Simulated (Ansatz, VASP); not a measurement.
Li: VASP beside Ansatz

Contents of POSCAR:

```
Li
1.0
    0.0000000000      2.2020000000      2.1359400000
    2.2020000000      0.0000000000      2.1359400000
    2.2020000000      2.2020000000      0.0000000000
Li
1
Direct
    0.0000000000      0.0000000000      0.0000000000
```

The input INCAR.step1:

```
SYSTEM = Li
ALGO = Normal ; EDIFF = 1E-5
ENCUT = 830 ; GGA = PE
GGA_COMPAT = .FALSE. ; ISMEAR = 0
LASPH = .TRUE. ; LCHARG = .FALSE.
LREAL = .FALSE. ; LWAVE = .TRUE.
NBANDS = 8 ; NELM = 120
PREC = Accurate ; SIGMA = 0.15
```

INCAR.step2

```
SYSTEM = Li
ALGO = Normal ; EDIFF = 1E-6
ENCUT = 830 ; GGA_COMPAT = .FALSE.
ISIF = 2 ; ISMEAR = 0
ISTART = 1 ; LASPH = .TRUE.
LCHARG = .FALSE. ; LMIXTAU = .TRUE.
LREAL = .FALSE. ; LWAVE = .FALSE.
METAGGA = R2SCAN ; NBANDS = 8
NELM = 120 ; PREC = Accurate
SIGMA = 0.15
```

KPOINTS

```
k-points
0
G
  18 18 18
  0 0 0
```

Input for Ansatz:

```yaml
crystal:
  lattice:
    - [0.0, 2.202, 2.13594]
    - [2.202, 0.0, 2.13594]
    - [2.202, 2.202, 0.0]
  atoms:
    - { symbol: Li, position: [0.0, 0.0, 0.0] }
basis:
  ecutwfc: 500
kpoints:
  mp_grid: { grid: [18, 18, 18] }
hamiltonian:
  xc: r2scan
scf:
  occupations: { method: gaussian, width: 0.15 }
output:
  forces: true
  stress: true
  eigenvalues: true
```

Change from the starting cell: strain -0.0300 x Voigt [0, 0, 1, 0, 0, 0], atoms carried along.

Alike in both runs: task single point; functional r2SCAN; k mesh 18 × 18 × 18; occupations gaussian, width 0.15 eV; no spin polarisation.

```csv
,VASP,Ansatz
version,VASP 6.6.1,Ansatz 0.2.0
potentials or method,"VASP PAW PBE potentials, release 64 (Li_sv), cutoff 830 eV","scalar-relativistic, plane waves, PAW"
valence electrons in the cell,3,3
```

|  | VASP | Ansatz | Ansatz less VASP |
| --- | --- | --- | --- |
| gap on the k mesh at the Fermi level (eV) | none | none | - |
| pressure (GPa) | 0.0 | 0.2 | +0.20 |
| traceless stress, the component that is largest in VASP (GPa) | 0.05 | 0.12 | +0.072 |

VASP's potentials were made for PBE, not for r2SCAN. A gap of «none» marks a metal or a gap that the smearing closes. The functional is the same, so the differences come from potentials, cutoffs and numerics.
